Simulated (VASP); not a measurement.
A run of VASP 6.6.1 is set up as follows.

INCAR

```
  ALGO = Fast
  EDIFF = 1E-6
  EDIFFG = -0.01
  ENCUT = 600
  GGA = PE
  IBRION = 2
  ISIF = 3
  ISMEAR = 0
  LASPH = True
  LCHARG = False
  LREAL = False
  LWAVE = False
  NELM = 60
  NSW = 100
  PREC = Accurate
  SIGMA = 0.1
```

Contents of KPOINTS:

```
k-points
0
Gamma
  10 10 10
```

The input POSCAR:

```
Re2W
1.0
    0.0000000000      3.6370388369      3.6370388369
    3.6370388369      0.0000000000      3.6370388369
    3.6370388369      3.6370388369      0.0000000000
Re W
4 2
Direct
    0.6250000000      0.6250000000      0.6250000000
    0.1250000000      0.6250000000      0.6250000000
    0.6250000000      0.6250000000      0.1250000000
    0.6250000000      0.1250000000      0.6250000000
    0.0000000000      0.0000000000      0.0000000000
    0.2500000000      0.2500000000      0.2500000000
```

Potentials or basis: VASP PAW PBE potentials, release 64 (Re, W_sv).

The run is started by

```sh
$ cat potpaw_PBE.64/Re/POTCAR potpaw_PBE.64/W_sv/POTCAR > POTCAR
$ mpirun -np 1 vasp_std > vasp.out
```

(1) Predict the relaxed volume.

(2) What does it give for the relaxed cell?

(3) Predict the space group after relaxing (to 0.1 Å).

(4) Predict the band gap on the k mesh.

## Answers

(1) 15.88 Å³/atom.

(2) a = 5.126 Å, b = 5.126 Å, c = 5.126 Å, α = 60.00°, β = 60.00°, γ = 60.00°.

(3) Fd-3m (No. 227).

(4) zero (bands 28 and 29 overlap by 0.35 eV).

Caveat: spin-orbit coupling is left out, which moves the levels of the heavy elements.
